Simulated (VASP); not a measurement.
Ti, 1 atom in the cell. It takes space group Fm-3m (No. 225, cubic). The conventional cell has a = 3.829 Å, b = 3.829 Å, c = 3.829 Å, α = 90.00°, β = 90.00°, γ = 90.00°. Ti (site symmetry m-3m) has 12 Ti at 2.71 Å within 3.6 Å. This isn't the form of Ti at room conditions, which is hcp.

```yaml
Program: VASP 6.6.1
Task: single point
Functional: LDA
Potentials_or_basis: VASP PAW LDA potentials, release 64 (Ti_sv)
Cutoff: 500 eV
k_mesh: 18 × 18 × 18
Occupations: methfessel-paxton, width 0.05 eV
Spin: no spin polarisation
Dipole_correction: no
Further_INCAR_settings: ALGO = Normal; EDIFF = 1e-06; NBANDS = 12
```

Potentials or basis: VASP PAW LDA potentials, release 64 (Ti_sv).

Run with:

```sh
$ cat potpaw_LDA.64/Ti_sv/POTCAR > POTCAR
$ mpirun -np 1 vasp_std > vasp.out
```

Hardware: 1 thread of AMD EPYC 7571, with other jobs on the host.

**Question.** Estimate the wall time of this run.

**Answer.** Wall time 76 s on 1 thread of AMD EPYC 7571 (shared host), peak memory 0.1 GiB. Counts: scf iterations 12, k points 195.
